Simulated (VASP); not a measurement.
Input of a VASP 6.6.1 run:

File INCAR:

```
SYSTEM = PbS
ALGO     = Normal         ! electronic algorithm
EDIFF    = 1E-8           ! SCF threshold, eV
ENCUT    = 520            ! plane-wave cutoff, eV
GGA      = PE             ! functional
ISIF     = 2              ! what is computed and relaxed
ISMEAR   = -1             ! smearing method
LASPH    = .TRUE.         ! aspherical terms in the spheres
LCHARG   = .FALSE.        ! write CHGCAR
LEFG     = .TRUE.       
LREAL    = .FALSE.        ! projectors in reciprocal space
LWAVE    = .FALSE.        ! write WAVECAR
NBANDS   = 17             ! bands
NELM     = 100            ! most SCF steps
PREC     = Accurate       ! precision mode
SIGMA    = 0.01           ! smearing width, eV
```

File KPOINTS:

```
k-points
0
G
  8 8 8
  0 0 0
```

POSCAR

```
PbS
1.0
    0.0000000000      2.9650000000      2.9650000000
    2.9650000000      0.0000000000      2.9650000000
    2.9650000000      2.9650000000      0.0000000000
Pb S
1 1
Direct
    0.0000000000      0.0000000000      0.0000000000
    0.5000000000      0.5000000000      0.5000000000
```

Potentials or basis: VASP PAW PBE potentials, release 64 (Pb_d, S).

Launch:

```bash
$ cat potpaw_PBE.64/Pb_d/POTCAR potpaw_PBE.64/S/POTCAR > POTCAR
$ mpirun -np 1 vasp_std > vasp.out
```

Q: What does it give for the pressure?

A: 2.2 GPa.

Q: Estimate the band gap on the k mesh.

A: 0.36 eV, direct.

Caveat: without QUAD_EFG the Cq values of the log hold for a quadrupole moment of 1 mb, not for the nuclei; spin-orbit coupling is left out, which moves the levels of the heavy elements. A k mesh can miss the band edges.
